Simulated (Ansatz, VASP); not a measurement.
**One calculation of AlP, two programs**

File INCAR:

```
  PREC = Accurate
  ENCUT = 500
  EDIFF = 1E-6
  ISMEAR = -1
  SIGMA = 0.05
  LREAL = False
  LASPH = True
  NELM = 120
  ALGO = Normal
  ISIF = 2
  LWAVE = False
  LCHARG = False
  GGA = CA
  NBANDS = 11
  GGA_COMPAT = False
```

Contents of KPOINTS:

```
regular mesh
0
Gamma
  12 12 12
```

The input POSCAR:

```
AlP
1.0
    0.0000000000      2.6033366665      2.6033366665
    2.6033366665      0.0000000000      2.6033366665
    2.6033366665      2.6033366665      0.0000000000
Al P
1 1
Direct
    0.0000000000      0.0000000000      0.0000000000
    0.2500000000      0.2500000000      0.2500000000
```

Input for Ansatz:

```yaml
crystal:
  lattice:
    - [0.0, 2.6033366665, 2.6033366665]
    - [2.6033366665, 0.0, 2.6033366665]
    - [2.6033366665, 2.6033366665, 0.0]
  atoms:
    - { symbol: Al, position: [0.0, 0.0, 0.0] }
    - { symbol: P, position: [0.25, 0.25, 0.25] }
kpoints:
  mp_grid: { grid: [12, 12, 12] }
scf:
  occupations: { method: fermi_dirac, width: 0.05 }
hamiltonian:
  xc: lda
  pseudopotentials: { kind: all_electron, datasets: crystal }
output:
  forces: true
  stress: true
  eigenvalues: true
```

Change from the starting cell: volume scaled by 0.88, crystal datasets.

Alike in both runs: task single point; functional LDA; k mesh 12 × 12 × 12; occupations fermi-dirac, width 0.05 eV; no spin polarisation.

|  | VASP | Ansatz |
| --- | --- | --- |
| version | VASP 6.6.1 | Ansatz 0.2.0 |
| potentials or method | VASP PAW LDA potentials, release 64 (Al, P), cutoff 500 eV | all-electron PAW with datasets made for the crystal, scalar-relativistic |

Ansatz gave:

* pressure (GPa): 14.8

Problem. What did VASP give for the same quantities?

Solution. Pressure (GPa): 15.1.

LDA's correlation is that of Perdew and Zunger in VASP and of Perdew and Wang (1992) in Ansatz. Ansatz ran all-electron here, and VASP with PAW potentials.
